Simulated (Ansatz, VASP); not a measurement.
## One calculation of Sn2Sb, two programs

```
Sn Sb
1.0
     4.37868    0.00000    0.00000
     0.00000    4.37868    0.00000
     0.00000    0.00000    9.21817
Sn Sb
4 2
Direct
  0.00000 0.00000 0.00000
  0.50000 0.50000 0.00000
  0.00000 0.50000 0.36975
  0.50000 0.00000 0.63025
  0.00000 0.50000 0.70252
  0.50000 0.00000 0.29748
```

Alike in both runs: functional PBE; k mesh 8 × 8 × 6; occupations gaussian, width 0.1 eV; no spin polarisation.

Ansatz relaxed the structure, and its values are those at the end. VASP's run is a single point on that final structure, the one shown.

|  | VASP | Ansatz |
| --- | --- | --- |
| version | VASP 6.6.1 | Ansatz 0.2.0 |
| potentials or method | VASP PAW PBE potentials, release 64 (Sn_d, Sb), cutoff 520 eV | scalar-relativistic, plane waves, PAW |
| valence electrons in the cell | 66 | 86 |

```tsv
	VASP	Ansatz	Ansatz less VASP
gap on the k mesh at the Fermi level (eV)	none	none	-
pressure (GPa)	-0.1	0.0	+0.05
```

A gap of «none» marks a metal or a gap that the smearing closes. The functional is the same, so the differences come from potentials, cutoffs and numerics. VASP's potentials hold 66 valence electrons a cell and Ansatz's 86, so a difference there can come from the potentials and not from the codes.

Spin-orbit coupling is off throughout.
